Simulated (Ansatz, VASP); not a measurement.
**One calculation of BP, two programs**

File INCAR:

```
PREC     = Accurate       # precision mode
ENCUT    = 520            # plane-wave cutoff, eV
EDIFF    = 1E-7           # SCF threshold, eV
ISMEAR   = -1             # smearing method
SIGMA    = 0.05           # smearing width, eV
LREAL    = F              # projectors in reciprocal space
LASPH    = T              # aspherical terms in the spheres
NELM     = 80             # most SCF steps
ALGO     = Normal         # electronic algorithm
ISIF     = 2              # what is computed and relaxed
LWAVE    = F              # write WAVECAR
LCHARG   = F              # write CHGCAR
GGA      = PE             # functional
NBANDS   = 11             # bands
```

KPOINTS

```
Automatic mesh
0
Gamma
  15 15 15
```

The input POSCAR:

```
BP
1.0
    0.0000000000      2.2988586873      2.2988586873
    2.2988586873      0.0000000000      2.2988586873
    2.2988586873      2.2988586873      0.0000000000
B P
1 1
Direct
    0.0000000000      0.0000000000      0.0000000000
    0.7500000000      0.7500000000      0.7500000000
```

Input for Ansatz:

```yaml
crystal:
  lattice:
    - [0.0, 2.2988586873, 2.2988586873]
    - [2.2988586873, 0.0, 2.2988586873]
    - [2.2988586873, 2.2988586873, 0.0]
  atoms:
    - { symbol: B, position: [0.0, 0.0, 0.0] }
    - { symbol: P, position: [0.75, 0.75, 0.75] }
kpoints:
  mp_grid: { grid: [15, 15, 15] }
  band_path:
    path:
      - [0.0, 0.0, 0.0]
      - [-0.5, -0.5, 0.0]
      - [-0.375, -0.375, 0.25]
      - [-0.375, 0.0, 0.375]
      - [0.0, 0.0, 0.0]
      - [0.0, 0.0, 0.5]
      - [-0.5, -0.25, 0.25]
      - [-0.5, -0.5, 0.0]
    npoints: 5
scf:
  occupations: { method: fermi_dirac, width: 0.05 }
hamiltonian:
  xc: pbe
  pseudopotentials: { kind: all_electron, lapw: { basis_error: 0.001 } }
output:
  forces: true
  stress: true
  eigenvalues: true
```

Change from the starting cell: volume scaled by 1.04.

Alike in both runs: task single point; functional PBE; k mesh 15 × 15 × 15; occupations fermi-dirac, width 0.05 eV; no spin polarisation.

```csv
,VASP,Ansatz
version,VASP 6.6.1,Ansatz 0.2.0
potentials or method,"VASP PAW PBE potentials, release 64 (B, P), cutoff 520 eV","all-electron LAPW, scalar-relativistic"
```

```csv
,VASP,Ansatz,Ansatz less VASP
pressure (GPa),-5.1,-5.0,+0.17
```

Ansatz ran all-electron here, and VASP with PAW potentials.
